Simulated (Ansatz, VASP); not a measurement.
# One calculation of ZnS, two programs

File INCAR:

```
  PREC = Accurate
  ENCUT = 520
  EDIFF = 1E-6
  ISMEAR = 0
  SIGMA = 0.05
  LREAL = False
  LASPH = True
  NELM = 80
  ALGO = Normal
  ISIF = 2
  LWAVE = False
  LCHARG = False
  GGA = PE
  NBANDS = 26
```

Contents of KPOINTS:

```
Automatic mesh
0
Gamma
  12 12 4
```

File POSCAR:

```
ZnS
1.0
    3.8454929889      0.0000000000      0.0000000000
   -1.9227464944      3.3302946184      0.0000000000
    0.0000000000      0.0000000000      6.3053333047
Zn S
2 2
Direct
    0.3333333333      0.6666666667      0.0052197899
    0.6666666667      0.3333333333      0.5052197899
    0.3567373547      0.6900706880      0.3797802101
    0.6666666667      0.3333333333      0.8797802101
```

Input for Ansatz:

```yaml
crystal:
  lattice:
    - [3.8454929889, 0.0, 0.0]
    - [-1.9227464944, 3.3302946184, 0.0]
    - [0.0, 0.0, 6.3053333047]
  atoms:
    - { symbol: Zn, position: [0.3333333333, 0.6666666667, 0.0052197899] }
    - { symbol: Zn, position: [0.6666666667, 0.3333333333, 0.5052197899] }
    - { symbol: S, position: [0.3567373547, 0.690070688, 0.3797802101] }
    - { symbol: S, position: [0.6666666667, 0.3333333333, 0.8797802101] }
basis:
  ecutwfc: 420
kpoints:
  mp_grid: { grid: [12, 12, 4] }
hamiltonian:
  xc: pbe
scf:
  occupations: { method: gaussian, width: 0.05 }
output:
  forces: true
  stress: true
  eigenvalues: true
```

Alike in both runs: task single point; functional PBE; k mesh 12 × 12 × 4; occupations gaussian, width 0.05 eV; no spin polarisation.

|  | VASP | Ansatz |
| --- | --- | --- |
| version | VASP 6.6.1 | Ansatz 0.2.0 |
| potentials or method | VASP PAW PBE potentials, release 64 (Zn, S), cutoff 520 eV | scalar-relativistic, plane waves, PAW |
| valence electrons in the cell | 36 | 36 |

VASP gave:

- gap on the k mesh at the Fermi level (eV): 2.06
- least direct gap on the mesh (eV): 2.06
- pressure (GPa): 0.3
- traceless stress, the component that is largest in VASP (GPa): 0.96
- rms of the force components (eV/Å): 0.213

What did Ansatz give for the same quantities?

gap on the k mesh at the Fermi level (eV): 2.06; least direct gap on the mesh (eV): 2.06; pressure (GPa): 0.1; traceless stress, the component that is largest in VASP (GPa): 0.95; rms of the force components (eV/Å): 0.212.

Atom by atom the forces differ by 0.002 eV/Å (rms over components). With one functional, cell and mesh, what is left measures potentials, basis and numerics.
